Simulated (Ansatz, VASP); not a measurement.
**One calculation of FeCo, two programs**

INCAR

```
SYSTEM = FeCo
PREC = Accurate ; ENCUT = 600
EDIFF = 1E-6 ; ISMEAR = 0
SIGMA = 0.05 ; LREAL = .False.
LASPH = .True. ; NELM = 120
ALGO = Normal ; ISIF = 2
LWAVE = .False. ; LCHARG = .False.
GGA = PE ; NBANDS = 16
GGA_COMPAT = .False.
```

File KPOINTS:

```
Automatic mesh
0
Gamma
  16 16 16
  0 0 0
```

Contents of POSCAR:

```
FeCo
1.0
    2.7787843556      0.0000000000      0.0000000000
    0.0000000000      2.7787843556      0.0000000000
    0.0000000000      0.0000000000      2.7787843556
Fe Co
1 1
Direct
    0.5000000000      0.5000000000      0.5000000000
    0.0000000000      0.0000000000      0.0000000000
```

Input for Ansatz:

```yaml
crystal:
  lattice:
    - [2.7787843556, 0.0, 0.0]
    - [0.0, 2.7787843556, 0.0]
    - [0.0, 0.0, 2.7787843556]
  atoms:
    - { symbol: Fe, position: [0.5, 0.5, 0.5] }
    - { symbol: Co, position: [0.0, 0.0, 0.0] }
basis:
  ecutwfc: 420
  ecutrho_ratio: 4
kpoints:
  mp_grid: { grid: [16, 16, 16] }
hamiltonian:
  xc: pbe
scf:
  occupations: { method: gaussian, width: 0.05 }
output:
  forces: true
  stress: true
  eigenvalues: true
```

Alike in both runs: task single point; functional PBE; k mesh 16 × 16 × 16; occupations gaussian, width 0.05 eV; no spin polarisation.

```csv
,VASP,Ansatz
version,VASP 6.6.1,Ansatz 0.2.0
potentials or method,"VASP PAW PBE potentials, release 64 (Fe, Co), cutoff 600 eV","scalar-relativistic, plane waves, PAW"
valence electrons in the cell,17,33
```

Ansatz gave:

| Quantity | Value |
| --- | --- |
| gap on the k mesh at the Fermi level (eV) | none |
| pressure (GPa) | -4.8 |

Task: What did VASP give for the same quantities?

Result: gap on the k mesh at the Fermi level (eV): none; pressure (GPa): -5.5.

A gap of «none» marks a metal or a gap that the smearing closes. The functional is the same, so the differences come from potentials, cutoffs and numerics. VASP's potentials hold 17 valence electrons a cell and Ansatz's 33, so a difference there can come from the potentials and not from the codes.
